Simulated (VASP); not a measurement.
# SnSeO (P6_3/mmc) in VASP: notebook

Runs on SnSeO. Level: PBE. Tasks: single point.

Program: VASP 6.6.1. These are calculated values, not measurements. Logs are shortened: lines on timing, memory, paths and dates and some standing lists are left out, and cuts for length are marked.

## 1. The cell of the first run

Symmetry: P6_3/mmc, No. 194, hexagonal system. The conventional cell has a = 4.309 Å, b = 4.309 Å, c = 7.793 Å, α = 90.00°, β = 90.00°, γ = 120.00°. Sn (site symmetry -6m2) has 3 Se at 2.49 Å and 6 O at 3.16 Å within 3.3 Å. Se (site symmetry -6m2) has 3 Sn at 2.49 Å and 6 O at 3.16 Å within 3.3 Å. Within 4.2 Å of O (site symmetry -3m) lie 6 Sn at 3.16 Å and 6 Se at 3.16 Å and 2 O at 3.90 Å.

## 2. Single point, PBE

The input, INCAR:

```
ALGO     = Normal         # electronic algorithm
EDIFF    = 1E-6           # SCF threshold, eV
ENCUT    = 520            # plane-wave cutoff, eV
GGA      = PE             # functional
ISIF     = 2              # what is computed and relaxed
ISMEAR   = 0              # smearing method
LASPH    = T              # aspherical terms in the spheres
LCHARG   = F              # write CHGCAR
LREAL    = F              # projectors in reciprocal space
LWAVE    = F              # write WAVECAR
NBANDS   = 35             # bands
NELM     = 60             # most SCF steps
PREC     = Accurate       # precision mode
SIGMA    = 0.1            # smearing width, eV
```

The input, KPOINTS:

```
k-points
0
Gamma
  6 6 2
```

The input, POSCAR:

```
SnSeO
1.0
    4.3087795000      0.0000000000      0.0000000000
   -2.1543897500      3.7315125000      0.0000000000
    0.0000000000      0.0000000000      7.7927450100
Sn Se O
2 2 2
Direct
    0.6666666700      0.3333333300      0.7500000000
    0.3333333300      0.6666666700      0.2500000000
    0.6666666700      0.3333333300      0.2500000000
    0.3333333300      0.6666666700      0.7500000000
    0.0000000000      0.0000000000      0.5000000000
    0.0000000000      0.0000000000      0.0000000000
```

Potentials or basis: VASP PAW PBE potentials, release 64 (Sn_d, Se, O).

Started as:

```bash
cat potpaw_PBE.64/Sn_d/POTCAR potpaw_PBE.64/Se/POTCAR potpaw_PBE.64/O/POTCAR > POTCAR
mpirun -np 1 vasp_std > vasp.out
```

OUTCAR:

```text
EDIFF = 1E-6
   ENCUT = 520
   GGA = PE
   ISIF = 2
   ISMEAR = 0
   LASPH = T
   LREAL = F
   NELM = 60
   PREC = Accurate

 ion  position               nearest neighbor table
   1  0.667  0.333  0.750-   4 2.49   4 2.49   4 2.49
   2  0.333  0.667  0.250-   3 2.49   3 2.49   3 2.49
   3  0.667  0.333  0.250-   2 2.49   2 2.49   2 2.49
   4  0.333  0.667  0.750-   1 2.49   1 2.49   1 2.49
   5  0.000  0.000  0.500-
   6  0.000  0.000  0.000-

  LATTYP: Found a hexagonal cell.
 ALAT       =     4.3087795000
 C/A-ratio  =     1.8085736367

  Lattice vectors:

 A1 = (   4.3087795000,   0.0000000000,   0.0000000000)
 A2 = (  -2.1543897500,   3.7315125000,   0.0000000000)
 A3 = (   0.0000000000,   0.0000000000,   7.7927450100)

Analysis of symmetry for initial positions (statically):
=====================================================================
 Subroutine PRICEL returns:
 Original cell was already a primitive cell.

 Routine SETGRP: Setting up the symmetry group for a
 hexagonal supercell.

 Subroutine GETGRP returns: Found 24 space group operations
 (whereof 12 operations were pure point group operations)
 out of a pool of 24 trial point group operations.

The static configuration has the point symmetry D_3d.
 The point group associated with its full space group is D_6h.

Analysis of symmetry for dynamics (positions and initial velocities):
=====================================================================
 Subroutine PRICEL returns:
 Original cell was already a primitive cell.

 Routine SETGRP: Setting up the symmetry group for a
 hexagonal supercell.

 Subroutine GETGRP returns: Found 24 space group operations
 (whereof 12 operations were pure point group operations)
 out of a pool of 24 trial point group operations.

The dynamic configuration has the point symmetry D_3d.
 The point group associated with its full space group is D_6h.

 Subroutine INISYM returns: Found 24 space group operations
 (whereof 12 operations are pure point group operations),
 and found     1 'primitive' translations

----------------------------------------------------------------------------------------

                                     Primitive cell

  volume of cell :     125.2938

  direct lattice vectors                    reciprocal lattice vectors
     4.308779500  0.000000000  0.000000000     0.232084283  0.133993923  0.000000000
    -2.154389750  3.731512500  0.000000000     0.000000000  0.267987847  0.000000000
     0.000000000  0.000000000  7.792745010     0.000000000  0.000000000  0.128324486

  length of vectors
     4.308779500  4.308779495  7.792745010     0.267987846  0.267987847  0.128324486

  position of ions in fractional coordinates (direct lattice)
     0.666666670  0.333333330  0.750000000
     0.333333330  0.666666670  0.250000000
     0.666666670  0.333333330  0.250000000
     0.333333330  0.666666670  0.750000000
     0.000000000  0.000000000  0.500000000
     0.000000000  0.000000000  0.000000000

  ion indices of the primitive-cell ions
   primitive index   ion index
                 1           1
                 2           2
                 3           3
                 4           4
                 5           5
                 6           6

----------------------------------------------------------------------------------------

 KPOINTS: k-points

Automatic generation of k-mesh.
 Grid dimensions read from file:
 generate k-points for:    6    6    2

 Generating k-lattice:

  Cartesian coordinates                     Fractional coordinates (reciprocal lattice)
     0.038680714  0.022332321  0.000000000     0.166666667  0.000000000  0.000000000
     0.000000000  0.044664641  0.000000000     0.000000000  0.166666667  0.000000000
     0.000000000  0.000000000  0.064162243     0.000000000  0.000000000  0.500000000

  Length of vectors
     0.044664641  0.044664641  0.064162243

  Shift w.r.t. Gamma in fractional coordinates (k-lattice)
     0.000000000  0.000000000  0.000000000

 Subroutine IBZKPT returns following result:
 ===========================================

 Found     14 irreducible k-points:

 Following reciprocal coordinates:
            Coordinates               Weight
  0.000000  0.000000  0.000000      1.000000
  0.166667  0.000000  0.000000      6.000000
  0.333333  0.000000  0.000000      6.000000
  0.500000  0.000000  0.000000      3.000000
  0.166667  0.166667  0.000000      6.000000
  0.333333  0.166667  0.000000     12.000000
  0.333333  0.333333  0.000000      2.000000
  0.000000  0.000000  0.500000      1.000000
  0.166667  0.000000  0.500000      6.000000
  0.333333  0.000000  0.500000      6.000000
  0.500000  0.000000  0.500000      3.000000
  0.166667  0.166667  0.500000      6.000000
  0.333333  0.166667  0.500000     12.000000
  0.333333  0.333333  0.500000      2.000000
   k-points           NKPTS =     14   k-points in BZ     NKDIM =     14   number of bands    NBANDS=     35
   number of dos      NEDOS =    301   number of ions     NIONS =      6
   total plane-waves  NPLWV =  61440
   dimension x,y,z NGX =    32 NGY =   32 NGZ =   60
   dimension x,y,z NGXF=    64 NGYF=   64 NGZF=  120
   ions per type =               2   2   2
   NGX,Y,Z   is equivalent  to a cutoff of  12.35, 12.35, 12.80 a.u.
   NGXF,Y,Z  is equivalent  to a cutoff of  24.69, 24.69, 25.60 a.u.
 SYSTEM =  unknown system
   PREC   = accura    normal or accurate (medium, high low for compatibility)
   ISTART =      0    job   : 0-new  1-cont  2-samecut
   ICHARG =      2    charge: 1-file 2-atom 10-const
   ISPIN  =      1    spin polarized calculation?
   LNONCOLLINEAR =      F non collinear calculations
   LSORBIT =      F    spin-orbit coupling
   LASPH  =      T    aspherical Exc in radial PAW
   ENCUT  =  520.0 eV  38.22 Ry    6.18 a.u.   8.01  8.01 14.49*2*pi/ulx,y,z
   NELM   =     60;   NELMIN=  2; NELMDL= -5     # of ELM steps
   EDIFF  = 0.1E-05   stopping-criterion for ELM
   LREAL  =      F    real-space projection
   EDIFFG = 0.1E-04   stopping-criterion for IOM
   NSW    =      0    number of steps for IOM
   IBRION =     -1    ionic relax: 0-MD 1-quasi-New 2-CG
   NFREE  =      0    steps in history (QN), initial steepest desc. (CG)
   ISIF   =      2    stress and relaxation
   ISYM   =      2    0-nonsym 1-usesym 2-fastsym
   POTIM  = 0.5000    time-step for ionic-motion
   TEBEG  =    0.0;   TEEND  =   0.0 temperature during run
   PSTRESS=    0.0 pullay stress
   NELECT =      52.0000    total number of electrons
   NUPDOWN=      -1.0000    fix difference up-down
   EMIN   =  10.00;   EMAX   =-10.00  energy-range for DOS
   EFERMI =   0.00;   METHOD = LEGACY
   ISMEAR =     0;   SIGMA  =   0.10  broadening in eV -4-tet -1-fermi 0-gaus
   EFERMI_NEDOS =   21; number of points for ismear=-14 and -15
   IALGO  =     38    algorithm
   IMIX   =      4    mixing-type and parameters
     AMIX     =   0.40;   BMIX     =  1.00
     AMIX_MAG =   1.60;   BMIX_MAG =  1.00
  volume/ion in A,a.u.               =      20.88       140.92
  Fermi-wavevector in a.u.,A,eV,Ry     =   1.221142  2.307623 20.288832  1.491187
  Thomas-Fermi vector in A             =   2.356334
   LORBIT       =      0    0 simple, 1 ext, 2 COOP (PROOUT), +10 PAW based schemes
   GGA     = PE    functional components
   LHFCALC =     F    Hartree Fock is set to
   AEXX    =    0.0000 exact exchange contribution
   IVDW    =     0    specifies the selected vdW correction
   LEPSILON=     F    determine dielectric tensor
   LRPA    =     F    only Hartree local field effects (RPA)
 non-spin polarized calculation
 Gauss-broadening in eV      SIGMA  =   0.10
  energy-cutoff  :      520.00
  volume of cell :      125.29
 maximum number of plane-waves:      3396
   NGX = 17   NGY = 17   NGZ = 29

 number of electron      52.0000004 magnetization

 Free energy of the ion-electron system (eV)
  ---------------------------------------------------
  ext. energy  EPLUGINS =         0.00000000
  ---------------------------------------------------
  free energy    TOTEN  =       -21.46011635 eV

  energy without entropy =      -21.42462891  energy(sigma->0) =      -21.44237263

 E-fermi :   4.4618     XC(G=0):  -9.7777

 val. band max:        4.4451130963   @ k =   0.3333   0.1667   0.5000
 cond. band min:       4.4921149419   @ k =   0.3333   0.3333   0.5000
 fundamental gap:      0.0470018456
 Fermi energy:         4.4618274382

 k-point     1 :       0.0000    0.0000    0.0000
  band No.  band energies     occupation
      1     -17.6250      2.00000
      2     -17.6213      2.00000
      3     -17.5433      2.00000
      4     -17.5433      2.00000
      5     -17.5431      2.00000
      6     -17.5431      2.00000
[... 27 lines left out ...]
     34       9.1006      0.00000
     35       9.7930      0.00000

 k-point     2 :       0.1667    0.0000    0.0000
  band No.  band energies     occupation
      1     -17.6194      2.00000
      2     -17.6153      2.00000
      3     -17.5473      2.00000
      4     -17.5461      2.00000
      5     -17.5364      2.00000
      6     -17.5362      2.00000
[... 27 lines left out ...]
     34       8.8591      0.00000
     35      10.2235      0.00000

 k-point     3 :       0.3333    0.0000    0.0000
  band No.  band energies     occupation
      1     -17.6090      2.00000
      2     -17.6039      2.00000
      3     -17.5546      2.00000
      4     -17.5516      2.00000
      5     -17.5226      2.00000
      6     -17.5223      2.00000
[... 27 lines left out ...]
     34      10.3995      0.00000
     35      11.3895      0.00000

 k-point     4 :       0.5000    0.0000    0.0000
  band No.  band energies     occupation
      1     -17.6042      2.00000
      2     -17.5987      2.00000
      3     -17.5578      2.00000
      4     -17.5540      2.00000
      5     -17.5157      2.00000
      6     -17.5153      2.00000
[... 27 lines left out ...]
     34      11.7959      0.00000
     35      12.7523      0.00000

 k-point     5 :       0.1667    0.1667    0.0000
  band No.  band energies     occupation
      1     -17.6103      2.00000
      2     -17.6056      2.00000
      3     -17.5538      2.00000
      4     -17.5512      2.00000
      5     -17.5263      2.00000
      6     -17.5260      2.00000
[... 258 lines left out ...]
 k-point    12 :       0.1667    0.1667    0.5000
  band No.  band energies     occupation
      1     -17.6079      2.00000
      2     -17.6079      2.00000
      3     -17.5525      2.00000
      4     -17.5525      2.00000
      5     -17.5262      2.00000
      6     -17.5262      2.00000
[... 27 lines left out ...]
     34      10.0928      0.00000
     35      13.0755      0.00000

 k-point    13 :       0.3333    0.1667    0.5000
  band No.  band energies     occupation
      1     -17.5962      2.00000
      2     -17.5962      2.00000
      3     -17.5598      2.00000
      4     -17.5598      2.00000
      5     -17.5171      2.00000
      6     -17.5171      2.00000
[... 27 lines left out ...]
     34      12.0645      0.00000
     35      13.0825      0.00000

 k-point    14 :       0.3333    0.3333    0.5000
  band No.  band energies     occupation
      1     -17.5825      2.00000
      2     -17.5825      2.00000
      3     -17.5703      2.00000
      4     -17.5703      2.00000
      5     -17.5158      2.00000
      6     -17.5158      2.00000
[... 27 lines left out ...]
     34      11.7406      0.00000
     35      12.5458      0.00000

------------------------ aborting loop because EDIFF is reached ----------------------------------------

  FORCE on cell =-STRESS in cart. coord.  units (eV):
  Direction    XX          YY          ZZ          XY          YZ          ZX
  --------------------------------------------------------------------------------------
  -------------------------------------------------------------------------------------
  Total        8.3089936      8.3089936     -8.0857305      0.0000000     -0.0000000      0.0000000
  in kB      106.2501060    106.2501056   -103.3951591      0.0000000     -0.0000000      0.0000000
  external PRESSURE =      36.3683508 kB  Pullay stress =       0.0000000 kB

 VOLUME and BASIS-vectors are now :
 -----------------------------------------------------------------------------
  energy-cutoff  :      520.00
  volume of cell :      125.29
      direct lattice vectors                 reciprocal lattice vectors
     4.308779500  0.000000000  0.000000000     0.232084283  0.133993923  0.000000000
    -2.154389750  3.731512500  0.000000000     0.000000000  0.267987847  0.000000000
     0.000000000  0.000000000  7.792745010     0.000000000  0.000000000  0.128324486

 POSITION                                       TOTAL-FORCE (eV/Angst)
 -----------------------------------------------------------------------------------
      2.15439      1.24384      5.84456        -0.000000      0.000000      0.000000
     -0.00000      2.48768      1.94819         0.000000     -0.000000      0.000000
      2.15439      1.24384      1.94819         0.000000      0.000000      0.000000
     -0.00000      2.48768      5.84456        -0.000000      0.000000      0.000000
      0.00000      0.00000      3.89637        -0.000000      0.000000      0.000000
      0.00000      0.00000      0.00000        -0.000000      0.000000      0.000000
 -----------------------------------------------------------------------------------
    total drift:                               -0.000010      0.000006     -0.000000

  FREE ENERGIE OF THE ION-ELECTRON SYSTEM (eV)
  ---------------------------------------------------
  free  energy   TOTEN  =       -21.4601163529 eV

  energy  without entropy=      -21.4246289128  energy(sigma->0) =      -21.44237263
```

Run time: 58 s. Hardware: 1 thread of AMD EPYC 7R13 (Zen 3), shared host; peak memory 0.23 GiB.

What came out:

```
Free energy            : -21.4601 eV
Pressure               : 3.6 GPa
Band gap on the k mesh : zero (band 26 reaches 4.60 eV, above the bottom of band 27 at 3.98 eV)
```

Caveat: the k points lie up to 0.40 Å⁻¹ apart; spin-orbit coupling is left out, which moves the levels of the heavy elements.

## 3. Single point, PBE

This run uses another cell than the first one, of 17.72 Å³/atom, 0.849 times its volume.

The input, INCAR:

```
SYSTEM = SnSeO
PREC = Accurate
ENCUT = 520
EDIFF = 1E-6
ISMEAR = 0
SIGMA = 0.1
LREAL = .FALSE.
LASPH = .TRUE.
NELM = 80
ALGO = Normal
ISIF = 2
LWAVE = .FALSE.
LCHARG = .FALSE.
GGA = PE
NBANDS = 35
```

The input, KPOINTS:

```
regular mesh
0
G
  12 12 6
  0 0 0
```

The input, POSCAR:

```
SnSeO
1.0
    4.6305088149      0.0000000000      0.0000000000
   -2.3152544074      4.0101382661      0.0000000000
    0.0000000000      0.0000000000      5.7256475215
Sn Se O
2 2 2
Direct
    0.6666666667      0.3333333333      0.7500000000
    0.3333333333      0.6666666667      0.2500000000
    0.6666666667      0.3333333333      0.2500000000
    0.3333333333      0.6666666667      0.7500000000
    0.0000000000      0.0000000000      0.5000000000
    0.0000000000      0.0000000000      0.0000000000
```

Potentials or basis: VASP PAW PBE potentials, release 64 (Sn_d, Se, O).

Started as:

```bash
cat potpaw_PBE.64/Sn_d/POTCAR potpaw_PBE.64/Se/POTCAR potpaw_PBE.64/O/POTCAR > POTCAR
mpirun -np 1 vasp_std > vasp.out
```

It took 5.1 min on 1 thread of AMD EPYC 7R13 (Zen 3), shared host; peak memory 0.37 GiB.

Results (log left out):

```yaml
Free_energy: -23.5004 eV
Pressure: 0.0 GPa
Band_gap_on_the_k_mesh: zero (band 26 reaches 6.24 eV, above the bottom of band 27 at 4.93 eV)
```

Levels at points of the mesh, in eV from the Fermi level:
```csv
k point,band 23,band 24,band 25,band 26,band 27,band 28,band 29,band 30
"(0.00, 0.00, 0.00)",-1.57,-1.57,-1.31,-1.04,-1.04,0.13,3.68,3.68
"(0.50, 0.00, 0.00)",-0.99,-0.51,-0.09,0.03,0.19,1.32,4.97,5.16
"(0.00, 0.00, 0.50)",-1.69,-1.69,-1.69,-1.69,0.30,0.30,3.52,3.52
"(0.50, 0.00, 0.50)",-0.47,-0.47,-0.32,-0.32,1.03,1.03,2.29,2.29
```

Caveat: spin-orbit coupling is left out, which moves the levels of the heavy elements.
